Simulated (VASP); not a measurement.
WSe2: single point with PBE

The system is WSe2, a slab with vacuum.

```
W Se
1.0
     3.32061    0.04981    0.00000
    -1.61717    2.85083    0.00000
     0.00000    0.00000   31.02097
W Se
3 6
Direct
  0.66667 0.33333 0.00000
  0.33333 0.66667 0.75435
  0.33333 0.66667 0.24565
  0.33333 0.66667 0.05410
  0.66667 0.33333 0.80845
  0.66667 0.33333 0.29975
  0.33333 0.66667 0.94590
  0.66667 0.33333 0.70025
  0.66667 0.33333 0.19155
```

This cell differs from its parent crystal: strain +0.0300 x Voigt [0, 0, 0, 0, 0, 1].

```yaml
Program: VASP 6.6.1
Task: single point
Functional: PBE
Potentials_or_basis: VASP PAW PBE potentials, release 64 (W_sv, Se)
Cutoff: 520 eV
k_mesh: 12 × 12 × 1
Occupations: gaussian, width 0.05 eV
Spin: no spin polarisation
```

| Quantity | Value |
| --- | --- |
| Largest force | 0.206 eV/Å |
| Band gap on the k mesh | 1.53 eV |

Forces on the atoms (eV/Å):
```
W    0.205 -0.011  0.000
W   -0.206  0.011  0.000
W   -0.206  0.011  0.000
Se  -0.103  0.006  0.046
Se   0.103 -0.006  0.046
Se   0.103 -0.006  0.047
Se  -0.103  0.006 -0.046
Se   0.103 -0.006 -0.047
Se   0.103 -0.006 -0.046
```

Levels at points of the mesh, in eV from the valence-band top:
| k point | band 35 | band 36 | band 37 | band 38 | band 39 | band 40 | band 41 | band 42 | band 43 | band 44 |
| --- | --- | --- | --- | --- | --- | --- | --- | --- | --- | --- |
| (0.00, 0.00, 0.00) | -1.18 | -1.18 | -0.48 | -0.30 | -0.16 | 2.74 | 2.75 | 2.75 | 2.92 | 2.93 |
| (0.50, 0.00, 0.00) | -1.06 | -1.06 | -0.79 | -0.78 | -0.77 | 2.30 | 2.31 | 2.31 | 2.65 | 2.68 |
| (0.00, 0.50, 0.00) | -1.01 | -1.01 | -0.95 | -0.95 | -0.94 | 2.27 | 2.27 | 2.27 | 2.72 | 2.75 |
| (0.50, 0.50, 0.00) | -1.15 | -1.14 | -0.94 | -0.93 | -0.93 | 2.33 | 2.33 | 2.34 | 2.70 | 2.74 |

Wall time 37 min on 1 thread of Oxide Virtual Turin-like Processor, with other jobs on the host, peak memory 0.94 GiB.

Caveat: the cell differs from its parent crystal (strain +0.0300 x Voigt [0, 0, 0, 0, 0, 1]); spin-orbit coupling is left out, which moves the levels of the heavy elements.
